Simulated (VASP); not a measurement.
Runs of VASP 6.6.1 on Au. The structure is that of space group Im-3m (No. 229), or close to it. The cells are those of the table. 

```csv
cell,gap on the mesh (eV),pressure (GPa)
"a = 2.871 Å, angles 108.3, 108.3, 111.9°, 1 atom",none,-4.4
"a = 2.828 Å, angles 110.7, 110.7, 107.0°, 1 atom",none,2.1
"a = 2.928 Å, angles 109.9, 109.9, 108.7°, 1 atom",none,(b)
"a = 2.914 Å, angles 108.3, 108.3, 111.9°, 1 atom",none,-9.2
"a = 2.813 Å, angles 109.1, 109.1, 110.3°, 1 atom",none,(a)
```

Alike in all rows: task single point; level r2SCAN; potentials or basis VASP PAW PBE potentials, release 64 (Au); no spin polarisation; k mesh 20 × 20 × 20; cutoff (eV) 520; smearing gaussian 0.15 eV.

Problem. Fill in the values left out.

Solution. (a) 4.6; (b) -10.5.

Caveats: the PAW data sets were made with another functional, which shifts forces and pressure a little; spin-orbit coupling is left out, which moves the levels of the heavy elements; the cell stands under tension (at least some runs); the cell stands under pressure (at least some runs).

A k mesh can miss the band edges, and the runs leave out spin-orbit coupling on Au.

A gap of «none» marks levels without a gap at the run's occupations.
